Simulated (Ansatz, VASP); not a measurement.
# BiPb3 in VASP and in Ansatz

File INCAR:

```
  PREC = Accurate
  ENCUT = 520
  EDIFF = 1E-6
  ISMEAR = 0
  SIGMA = 0.1
  LREAL = False
  LASPH = True
  NELM = 80
  ALGO = Fast
  ISIF = 2
  LWAVE = False
  LCHARG = False
  GGA = PE
  NBANDS = 36
```

The input KPOINTS:

```
regular mesh
0
Gamma
  6 6 6
```

Contents of POSCAR:

```
BiPb3
1.0
   -2.4020199460      2.4020199460      5.3655510483
    2.4020199460     -2.4020199460      5.3655510483
    2.4020199460      2.4020199460     -5.3655510483
Bi Pb
1 3
Direct
    0.0000000000      0.0000000000      0.0000000000
    0.5000000000      0.5000000000      0.0000000000
    0.2500000000      0.7500000000      0.5000000000
    0.7500000000      0.2500000000      0.5000000000
```

Input for Ansatz:

```yaml
crystal:
  lattice:
    - [-2.402019946, 2.402019946, 5.3655510483]
    - [2.402019946, -2.402019946, 5.3655510483]
    - [2.402019946, 2.402019946, -5.3655510483]
  atoms:
    - { symbol: Bi, position: [0.0, 0.0, 0.0] }
    - { symbol: Pb, position: [0.5, 0.5, 0.0] }
    - { symbol: Pb, position: [0.25, 0.75, 0.5] }
    - { symbol: Pb, position: [0.75, 0.25, 0.5] }
basis:
  ecutwfc: 420
kpoints:
  mp_grid: { grid: [6, 6, 6] }
hamiltonian:
  xc: pbe
scf:
  occupations: { method: gaussian, width: 0.1 }
  lower_state_search: "off"
output:
  forces: true
  stress: true
  eigenvalues: true
```

Alike in both runs: task single point; functional PBE; k mesh 6 × 6 × 6; occupations gaussian, width 0.1 eV; no spin polarisation.

|  | VASP | Ansatz |
| --- | --- | --- |
| version | VASP 6.6.1 | Ansatz 0.2.0 |
| potentials or method | VASP PAW PBE potentials, release 64 (Bi_d, Pb_d), cutoff 520 eV | scalar-relativistic, plane waves, PAW |
| valence electrons in the cell | 57 | 57 |

Ansatz gave:

```
gap on the k mesh at the Fermi level (eV)                     : none
pressure (GPa)                                                : 1.9
traceless stress, the component that is largest in VASP (GPa) : -0.51
```

Problem. Estimate VASP's values.

Solution. gap on the k mesh at the Fermi level (eV): none; pressure (GPa): 1.8; traceless stress, the component that is largest in VASP (GPa): -0.52.

A gap of «none» marks a metal or a gap that the smearing closes.

Spin-orbit coupling is off throughout.
